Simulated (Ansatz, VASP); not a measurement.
ZnS: VASP beside Ansatz

```
Zn S
1.0
     0.00000    2.70465    2.70465
     2.70465    0.00000    2.70465
     2.70465    2.70465    0.00000
Zn S
1 1
Direct
  0.00000 0.00000 0.00000
  0.74346 0.75000 0.75000
```

Change from the starting cell: all S atoms moved +0.025 Å, as atom 2 towards its neighbour atom 2 (S) at 3.825 Å.

Alike in both runs: task single point; functional PBE; k mesh 10 × 10 × 10; occupations gaussian, width 0.05 eV; no spin polarisation.

```csv
,VASP,Ansatz
version,VASP 6.6.1,Ansatz 0.2.0
potentials or method,"VASP PAW PBE potentials, release 64 (Zn, S), cutoff 520 eV","scalar-relativistic, plane waves, PAW"
valence electrons in the cell,18,18
```

```tsv
	VASP	Ansatz	Ansatz less VASP
gap on the k mesh at the Fermi level (eV)	2.08	2.08	-0.005
least direct gap on the mesh (eV)	2.08	2.08	-0.005
pressure (GPa)	1.6	1.4	-0.16
traceless stress, the component that is largest in VASP (GPa)	-0.41	-0.40	+0.006
rms of the force components (eV/Å)	0.083	0.083	-0.0006
```

Atom by atom the forces differ by 0.001 eV/Å (rms over components).
